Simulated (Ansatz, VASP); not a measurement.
**HgTe: VASP beside Ansatz**

```
Hg Te
1.0
     0.00000    3.22350    3.22350
     3.22350    0.00000    3.22350
     3.22350    3.22350    0.00000
Hg Te
1 1
Direct
  0.00000 0.00000 0.00000
  0.75000 0.75000 0.75000
```

Alike in both runs: task electric field gradients; functional PBE; k mesh 11 × 11 × 11; occupations fermi-dirac, width 0.03 eV; no spin polarisation.

|  | VASP | Ansatz |
| --- | --- | --- |
| version | VASP 6.6.1 | Ansatz 0.2.0 |
| potentials or method | VASP PAW PBE potentials, release 64 (Hg, Te), cutoff 520 eV | all-electron PAW with datasets made for the crystal, scalar-relativistic |

```csv
,VASP,Ansatz,Ansatz less VASP
pressure (GPa),4.1,4.1,-0.08
```

Ansatz ran all-electron here, and VASP with PAW potentials.

Spin-orbit coupling is off throughout.
